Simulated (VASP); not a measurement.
# NaI (Fm-3m) in VASP: notebook

Runs on NaI. Level: LDA. Tasks: single point.

Program: VASP 6.6.1. These are calculated values, not measurements. Logs are shortened: lines on timing, memory, paths and dates and some standing lists are left out, and cuts for length are marked.

**1. The cell of the first run**

Symmetry: Fm-3m, No. 225, cubic system. The conventional cell has a = 6.429 Å, b = 6.429 Å, c = 6.429 Å, α = 90.00°, β = 90.00°, γ = 90.00°. I (site symmetry m-3m) has 6 Na at 3.21 Å within 4.2 Å. Na (site symmetry m-3m) has 6 I at 3.21 Å within 4.2 Å.

**2. Single point, LDA (volume scaled by 0.98)**

INCAR reads:

```
SYSTEM = NaI
PREC = Accurate
ENCUT = 520
EDIFF = 1E-7
ISMEAR = -1
SIGMA = 0.05
LREAL = .False.
LASPH = .True.
NELM = 60
ALGO = Normal
ISIF = 2
LWAVE = .False.
LCHARG = .False.
NBANDS = 14
```

KPOINTS reads:

```
Automatic mesh
0
Gamma
  7 7 7
  0 0 0
```

POSCAR reads:

```
NaI
1.0
    0.0000000000      3.2146785402      3.2146785402
    3.2146785402      0.0000000000      3.2146785402
    3.2146785402      3.2146785402      0.0000000000
I Na
1 1
Direct
    0.5000000000      0.5000000000      0.5000000000
    0.0000000000      0.0000000000      0.0000000000
```

Potentials or basis: VASP PAW LDA potentials, release 64 (I, Na_pv).

Command:

```bash
$ cat potpaw_LDA.64/I/POTCAR potpaw_LDA.64/Na_pv/POTCAR > POTCAR
$ mpirun -np 1 vasp_std > vasp.out
```

OUTCAR:

```text
SYSTEM = NaI
   PREC = Accurate
   ENCUT = 520
   EDIFF = 1E-7
   ISMEAR = -1
   LREAL = .False.
   LASPH = .True.
   NELM = 60
   ISIF = 2

 ion  position               nearest neighbor table
   1  0.500  0.500  0.500-
   2  0.000  0.000  0.000-

  LATTYP: Found a face centered cubic cell.
 ALAT       =     6.4293570804

  Lattice vectors:

 A1 = (   0.0000000000,   3.2146785402,   3.2146785402)
 A2 = (   3.2146785402,   0.0000000000,   3.2146785402)
 A3 = (   3.2146785402,   3.2146785402,   0.0000000000)

Analysis of symmetry for initial positions (statically):
=====================================================================
 Subroutine PRICEL returns:
 Original cell was already a primitive cell.

 Routine SETGRP: Setting up the symmetry group for a
 face centered cubic supercell.

 Subroutine GETGRP returns: Found 48 space group operations
 (whereof 48 operations were pure point group operations)
 out of a pool of 48 trial point group operations.

The static configuration has the point symmetry O_h .

Analysis of symmetry for dynamics (positions and initial velocities):
=====================================================================
 Subroutine PRICEL returns:
 Original cell was already a primitive cell.

 Routine SETGRP: Setting up the symmetry group for a
 face centered cubic supercell.

 Subroutine GETGRP returns: Found 48 space group operations
 (whereof 48 operations were pure point group operations)
 out of a pool of 48 trial point group operations.

The dynamic configuration has the point symmetry O_h .

 Subroutine INISYM returns: Found 48 space group operations
 (whereof 48 operations are pure point group operations),
 and found     1 'primitive' translations

----------------------------------------------------------------------------------------

                                     Primitive cell

  volume of cell :      66.4420

  direct lattice vectors                    reciprocal lattice vectors
     0.000000000  3.214678540  3.214678540    -0.155536547  0.155536547  0.155536547
     3.214678540  0.000000000  3.214678540     0.155536547 -0.155536547  0.155536547
     3.214678540  3.214678540  0.000000000     0.155536547  0.155536547 -0.155536547

  length of vectors
     4.546241990  4.546241990  4.546241990     0.269397202  0.269397202  0.269397202

  position of ions in fractional coordinates (direct lattice)
     0.500000000  0.500000000  0.500000000
     0.000000000  0.000000000  0.000000000

  ion indices of the primitive-cell ions
   primitive index   ion index
                 1           1
                 2           2

----------------------------------------------------------------------------------------

 KPOINTS: Automatic mesh

Automatic generation of k-mesh.
 Grid dimensions read from file:
 generate k-points for:    7    7    7

 Generating k-lattice:

  Cartesian coordinates                     Fractional coordinates (reciprocal lattice)
    -0.022219507  0.022219507  0.022219507     0.142857143  0.000000000  0.000000000
     0.022219507 -0.022219507  0.022219507     0.000000000  0.142857143  0.000000000
     0.022219507  0.022219507 -0.022219507     0.000000000  0.000000000  0.142857143

  Length of vectors
     0.038485315  0.038485315  0.038485315

  Shift w.r.t. Gamma in fractional coordinates (k-lattice)
     0.000000000  0.000000000  0.000000000

 Subroutine IBZKPT returns following result:
 ===========================================

 Found     20 irreducible k-points:

 Following reciprocal coordinates:
            Coordinates               Weight
  0.000000  0.000000  0.000000      1.000000
  0.142857  0.000000  0.000000      8.000000
  0.285714  0.000000  0.000000      8.000000
  0.428571  0.000000  0.000000      8.000000
  0.142857  0.142857  0.000000      6.000000
  0.285714  0.142857  0.000000     24.000000
[... 12 lines left out ...]
 -0.428571  0.428571  0.142857     24.000000
 -0.285714  0.428571  0.142857     24.000000
   k-points           NKPTS =     20   k-points in BZ     NKDIM =     20   number of bands    NBANDS=     14
   number of dos      NEDOS =    301   number of ions     NIONS =      2
   total plane-waves  NPLWV =  46656
   dimension x,y,z NGX =    36 NGY =   36 NGZ =   36
   dimension x,y,z NGXF=    72 NGYF=   72 NGZF=   72
   ions per type =               1   1
   NGX,Y,Z   is equivalent  to a cutoff of  13.16, 13.16, 13.16 a.u.
   NGXF,Y,Z  is equivalent  to a cutoff of  26.33, 26.33, 26.33 a.u.
 SYSTEM =  NaI
   PREC   = accura    normal or accurate (medium, high low for compatibility)
   ISTART =      0    job   : 0-new  1-cont  2-samecut
   ICHARG =      2    charge: 1-file 2-atom 10-const
   ISPIN  =      1    spin polarized calculation?
   LNONCOLLINEAR =      F non collinear calculations
   LSORBIT =      F    spin-orbit coupling
   LASPH  =      T    aspherical Exc in radial PAW
   ENCUT  =  520.0 eV  38.22 Ry    6.18 a.u.   8.45  8.45  8.45*2*pi/ulx,y,z
   NELM   =     60;   NELMIN=  2; NELMDL= -5     # of ELM steps
   EDIFF  = 0.1E-06   stopping-criterion for ELM
   LREAL  =      F    real-space projection
   EDIFFG = 0.1E-05   stopping-criterion for IOM
   NSW    =      0    number of steps for IOM
   IBRION =     -1    ionic relax: 0-MD 1-quasi-New 2-CG
   NFREE  =      0    steps in history (QN), initial steepest desc. (CG)
   ISIF   =      2    stress and relaxation
   ISYM   =      2    0-nonsym 1-usesym 2-fastsym
   POTIM  = 0.5000    time-step for ionic-motion
   TEBEG  =    0.0;   TEEND  =   0.0 temperature during run
   PSTRESS=    0.0 pullay stress
   NELECT =      14.0000    total number of electrons
   NUPDOWN=      -1.0000    fix difference up-down
   EMIN   =  10.00;   EMAX   =-10.00  energy-range for DOS
   EFERMI =   0.00;   METHOD = LEGACY
   ISMEAR =    -1;   SIGMA  =   0.05  broadening in eV -4-tet -1-fermi 0-gaus
   EFERMI_NEDOS =   21; number of points for ismear=-14 and -15
   IALGO  =     38    algorithm
   IMIX   =      4    mixing-type and parameters
     AMIX     =   0.40;   BMIX     =  1.00
     AMIX_MAG =   1.60;   BMIX_MAG =  1.00
  volume/ion in A,a.u.               =      33.22       224.19
  Fermi-wavevector in a.u.,A,eV,Ry     =   0.974174  1.840922 12.912138  0.949015
  Thomas-Fermi vector in A             =   2.104613
   LORBIT       =      0    0 simple, 1 ext, 2 COOP (PROOUT), +10 PAW based schemes
   GGA     = CA    functional components
   LHFCALC =     F    Hartree Fock is set to
   AEXX    =    0.0000 exact exchange contribution
   IVDW    =     0    specifies the selected vdW correction
   LEPSILON=     F    determine dielectric tensor
   LRPA    =     F    only Hartree local field effects (RPA)
 non-spin polarized calculation
  energy-cutoff  :      520.00
  volume of cell :       66.44
 maximum number of plane-waves:      1808
 NGX is ok and might be reduce to    36
   NGX = 17   NGY = 17   NGZ = 17

 number of electron      14.0000006 magnetization

 Free energy of the ion-electron system (eV)
  ---------------------------------------------------
  ext. energy  EPLUGINS =         0.00000000
  ---------------------------------------------------
  free energy    TOTEN  =        -5.99441173 eV

  energy without entropy =       -5.99441173  energy(sigma->0) =       -5.99441173

 E-fermi :   1.8794     XC(G=0):  -8.1809

 val. band max:        0.7622186809   @ k =   0.0000   0.0000   0.0000
 cond. band min:       4.1612304902   @ k =   0.0000   0.0000   0.0000
 fundamental gap:      3.3990118093
 Fermi energy:         1.8794413928

 k-point     1 :       0.0000    0.0000    0.0000
  band No.  band energies     occupation
      1     -21.6045      2.00000
      2     -21.6045      2.00000
      3     -21.6045      2.00000
      4     -10.3740      2.00000
      5       0.7622      2.00000
      6       0.7622      2.00000
      7       0.7622      2.00000
      8       4.1612      0.00000
      9       8.5604      0.00000
     10       8.5604      0.00000
     11       8.5604      0.00000
     12      10.4619      0.00000
     13      10.4619      0.00000
     14      10.9714      0.00000

 k-point     2 :       0.1429    0.0000    0.0000
  band No.  band energies     occupation
      1     -21.6056      2.00000
      2     -21.6045      2.00000
      3     -21.6045      2.00000
      4     -10.3146      2.00000
      5       0.1364      2.00000
      6       0.7013      2.00000
      7       0.7013      2.00000
      8       4.8409      0.00000
      9       8.1141      0.00000
     10       8.7393      0.00000
     11       8.7393      0.00000
     12       9.9351      0.00000
     13       9.9351      0.00000
     14      11.4613      0.00000

 k-point     3 :       0.2857    0.0000    0.0000
  band No.  band energies     occupation
      1     -21.6083      2.00000
      2     -21.6047      2.00000
      3     -21.6047      2.00000
      4     -10.1746      2.00000
      5      -0.8532      2.00000
      6       0.5724      2.00000
      7       0.5724      2.00000
      8       5.5898      0.00000
      9       8.3073      0.00000
     10       8.4731      0.00000
     11       8.4731      0.00000
     12      10.4892      0.00000
     13      10.4892      0.00000
     14      10.8307      0.00000
[... 256 lines left out ...]
 k-point    19 :      -0.4286    0.4286    0.1429
  band No.  band energies     occupation
      1     -21.6087      2.00000
      2     -21.6068      2.00000
      3     -21.6063      2.00000
      4      -9.9661      2.00000
      5      -1.0796      2.00000
      6      -0.2913      2.00000
      7      -0.0791      2.00000
      8       5.8511      0.00000
      9       6.8975      0.00000
     10       8.7934      0.00000
     11      10.0888      0.00000
     12      11.7457      0.00000
     13      12.7701      0.00000
     14      13.8512      0.00000

 k-point    20 :      -0.2857    0.4286    0.1429
  band No.  band energies     occupation
      1     -21.6080      2.00000
      2     -21.6079      2.00000
      3     -21.6061      2.00000
      4      -9.9532      2.00000
      5      -0.8226      2.00000
      6      -0.7611      2.00000
      7      -0.0471      2.00000
      8       6.3071      0.00000
      9       7.6322      0.00000
     10       8.5698      0.00000
     11       8.9080      0.00000
     12      11.5859      0.00000
     13      12.2603      0.00000
     14      14.3381      0.00000

------------------------ aborting loop because EDIFF is reached ----------------------------------------

  FORCE on cell =-STRESS in cart. coord.  units (eV):
  Direction    XX          YY          ZZ          XY          YZ          ZX
  --------------------------------------------------------------------------------------
  -------------------------------------------------------------------------------------
  Total       -0.5632868     -0.5632868     -0.5632868      0.0000000      0.0000000      0.0000000
  in kB      -13.5830560    -13.5830560    -13.5830560      0.0000000      0.0000000      0.0000000
  external PRESSURE =     -13.5830560 kB  Pullay stress =       0.0000000 kB

 VOLUME and BASIS-vectors are now :
 -----------------------------------------------------------------------------
  energy-cutoff  :      520.00
  volume of cell :       66.44
      direct lattice vectors                 reciprocal lattice vectors
     0.000000000  3.214678540  3.214678540    -0.155536547  0.155536547  0.155536547
     3.214678540  0.000000000  3.214678540     0.155536547 -0.155536547  0.155536547
     3.214678540  3.214678540  0.000000000     0.155536547  0.155536547 -0.155536547

 POSITION                                       TOTAL-FORCE (eV/Angst)
 -----------------------------------------------------------------------------------
      3.21468      3.21468      3.21468         0.000000     -0.000000     -0.000000
      0.00000      0.00000      0.00000         0.000000      0.000000      0.000000
 -----------------------------------------------------------------------------------
    total drift:                                0.000000      0.000000      0.000000

  FREE ENERGIE OF THE ION-ELECTRON SYSTEM (eV)
  ---------------------------------------------------
  free  energy   TOTEN  =        -5.9944117255 eV

  energy  without entropy=       -5.9944117254  energy(sigma->0) =       -5.99441173
```

Wall time 23 s (1 thread of Intel Xeon 8259CL, shared host); peak memory 0.17 GiB.

What came out:

```yaml
Free_energy: -5.9944 eV
Pressure: -1.4 GPa
Band_gap_on_the_k_mesh: 3.40 eV, direct
```

Caveat: the cell differs from its parent crystal (volume scaled by 0.98); spin-orbit coupling is left out, which moves the levels of the heavy elements.

**3. Single point, LDA**

This run uses another cell than the first one, of 33.90 Å³/atom, 1.020 times its volume.

INCAR reads:

```
SYSTEM = NaI
ALGO = Normal
EDIFF = 1E-7
ENCUT = 520
GGA = CA
ISIF = 2
ISMEAR = -1
LASPH = .True.
LCHARG = .False.
LREAL = .False.
LWAVE = .False.
NBANDS = 14
NELM = 80
PREC = Accurate
SIGMA = 0.05
```

KPOINTS reads:

```
k-points
0
Gamma
  7 7 7
  0 0 0
```

POSCAR reads:

```
NaI
1.0
    0.0000000000      3.2364000000      3.2364000000
    3.2364000000      0.0000000000      3.2364000000
    3.2364000000      3.2364000000      0.0000000000
I Na
1 1
Direct
    0.5000000000      0.5000000000      0.5000000000
    0.0000000000      0.0000000000      0.0000000000
```

Potentials or basis: VASP PAW LDA potentials, release 64 (I, Na_pv).

Command:

```bash
$ cat potpaw_LDA.64/I/POTCAR potpaw_LDA.64/Na_pv/POTCAR > POTCAR
$ mpirun -np 1 vasp_std > vasp.out
```

It took 23 s on 1 thread of Intel Xeon 8259CL, shared host; peak memory 0.18 GiB.

The run converged. Its results:

```
Free energy            : -5.9819 eV
Pressure               : -1.6 GPa
Band gap on the k mesh : 3.35 eV, direct
```

Levels at points of the mesh, in eV from the valence-band top:
| k point | band 5 | band 6 | band 7 | band 8 | band 9 | band 10 |
| --- | --- | --- | --- | --- | --- | --- |
| (0.00, 0.00, 0.00) | 0.00 | 0.00 | 0.00 | 3.35 | 7.80 | 7.80 |

Caveat: spin-orbit coupling is left out, which moves the levels of the heavy elements.

**4. Single point, LDA (volume scaled by 1.02)**

INCAR reads:

```
SYSTEM = NaI
PREC = Accurate
ENCUT = 520
EDIFF = 1E-7
ISMEAR = -1
SIGMA = 0.05
LREAL = .False.
LASPH = .True.
NELM = 60
ALGO = Normal
ISIF = 2
LWAVE = .False.
LCHARG = .False.
NBANDS = 14
```

KPOINTS reads:

```
regular mesh
0
Gamma
  7 7 7
  0 0 0
```

POSCAR reads:

```
NaI
1.0
    0.0000000000      3.2578337372      3.2578337372
    3.2578337372      0.0000000000      3.2578337372
    3.2578337372      3.2578337372      0.0000000000
I Na
1 1
Direct
    0.5000000000      0.5000000000      0.5000000000
    0.0000000000      0.0000000000      0.0000000000
```

Command:

```bash
$ cat potpaw_LDA.64/I/POTCAR potpaw_LDA.64/Na_pv/POTCAR > POTCAR
$ mpirun -np 1 vasp_std > vasp.out
```

It took 23 s on 1 thread of Intel Xeon 8259CL, shared host; peak memory 0.18 GiB.

Results (log left out):

* Free energy: -5.9672 eV
* Pressure: -1.9 GPa
* Band gap on the k mesh: 3.29 eV, direct

Levels at points of the mesh, in eV from the valence-band top:
```
           k point  band 5  band 6  band 7  band 8  band 9  band 10
(0.00, 0.00, 0.00)    0.00    0.00    0.00    3.29    7.79     7.79
```

Caveat: the cell differs from its parent crystal (volume scaled by 1.02); spin-orbit coupling is left out, which moves the levels of the heavy elements.

**5. Summary**

| cell | gap on the mesh (eV) | pressure (GPa) |
| --- | --- | --- |
| a = 4.546 Å, angles 60.0°, 2 atoms | 3.40 | -1.4 |
| a = 4.577 Å, angles 60.0°, 2 atoms | 3.35 | -1.6 |
| a = 4.607 Å, angles 60.0°, 2 atoms | 3.29 | -1.9 |

Alike in all rows: task single point; level LDA; potentials or basis VASP PAW LDA potentials, release 64 (I, Na_pv); no spin polarisation; k mesh 7 × 7 × 7; cutoff (eV) 520; smearing fermi-dirac 0.05 eV.

Caveats: spin-orbit coupling is left out, which moves the levels of the heavy elements.

Absolute energies hang on the potentials; compare differences alone.
